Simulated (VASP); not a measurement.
Set up this calculation in VASP 6.6.1, as the native input.

- Task: single point
- Functional: RPBE
- Potentials or basis: VASP PAW PBE potentials, release 64 (Cu, O)
- Cutoff: 520 eV
- k mesh: 6 × 6 × 6
- Occupations: fermi-dirac, width 0.05 eV
- Spin: no spin polarisation
- Dipole correction: no
- Further INCAR settings: ALGO = Normal; EDIFF = 1e-06; NBANDS = 16

The structure of CuO lies in POSCAR:

```
CuO
1.0
    0.0000000000      2.3272527300      2.3272527300
    2.3272527300      0.0000000000      2.3272527300
    2.3272527300      2.3272527300      0.0000000000
Cu O
1 1
Direct
    0.0000000000      0.0000000000      0.0000000000
    0.2500000000      0.2500000000      0.2500000000
```

The input as run:

INCAR

```
SYSTEM = CuO
PREC     = Accurate       ! precision mode
ENCUT    = 520            ! plane-wave cutoff, eV
EDIFF    = 1E-6           ! SCF threshold, eV
ISMEAR   = -1             ! smearing method
SIGMA    = 0.05           ! smearing width, eV
LREAL    = .False.        ! projectors in reciprocal space
LASPH    = .True.         ! aspherical terms in the spheres
NELM     = 80             ! most SCF steps
ALGO     = Normal         ! electronic algorithm
ISIF     = 2              ! what is computed and relaxed
LWAVE    = .False.        ! write WAVECAR
LCHARG   = .False.        ! write CHGCAR
GGA      = RP             ! functional
NBANDS   = 16             ! bands
```

KPOINTS

```
regular mesh
0
Gamma
  6 6 6
  0 0 0
```

Potentials or basis: VASP PAW PBE potentials, release 64 (Cu, O).

The run is started by

```console
$ cat potpaw_PBE.64/Cu/POTCAR potpaw_PBE.64/O/POTCAR > POTCAR
$ mpirun -np 1 vasp_std > vasp.out
```

Results of the run:

- Pressure: -4.8 GPa

Caveat: the k points lie up to 0.39 Å⁻¹ apart; the PAW data sets were made with another functional, which shifts forces and pressure a little; an odd number of electrons without spin polarisation forces a metal; a magnetic or distorted state may lie lower.

It took 9.1 s on 1 thread of Intel Xeon 6975P-C, with other jobs on the host, peak memory 0.13 GiB.
